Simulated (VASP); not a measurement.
Runs of VASP 6.6.1 on MoS2. The structure is that of space group R3m (No. 160), or close to it. The cells are those of the table. 

```tsv
cell	smearing	gap on the mesh (eV)	pressure (GPa)	largest force (eV/Å)
a = 6.357 Å, angles 28.5°, 3 atoms	methfessel-paxton 0.134 eV	0.88	(c)	0.74
a = 6.527 Å, angles 28.5°, 3 atoms	methfessel-paxton 0.15 eV	0.94	-6.9	0.64
a = 6.239 Å, angles 28.5°, 3 atoms	methfessel-paxton 0.124 eV	0.82	(a)	1.86
a = 6.415 Å, angles 28.5°, 3 atoms	methfessel-paxton 0.15 eV	0.90	(b)	0.26
a = 6.582 Å, angles 28.5°, 3 atoms	methfessel-paxton 0.15 eV	0.95	-9.8	0.99
```

Alike in all rows: task single point; level PBEsol; potentials or basis VASP PAW PBE potentials, release 64 (Mo_sv, S); no spin polarisation; k mesh 11 × 11 × 11; cutoff (eV) 520.

Q: Estimate the missing entries.

A: (a) 15.9; (b) 0.3; (c) 4.8.

Caveats: the PAW data sets were made with another functional, which shifts forces and pressure a little; an odd mesh through Γ misses points on the zone boundary, where band edges can lie; the cell stands under pressure (at least some runs); the cell stands under tension (at least some runs).

A k mesh can miss the band edges, and the runs leave out spin-orbit coupling on Mo.
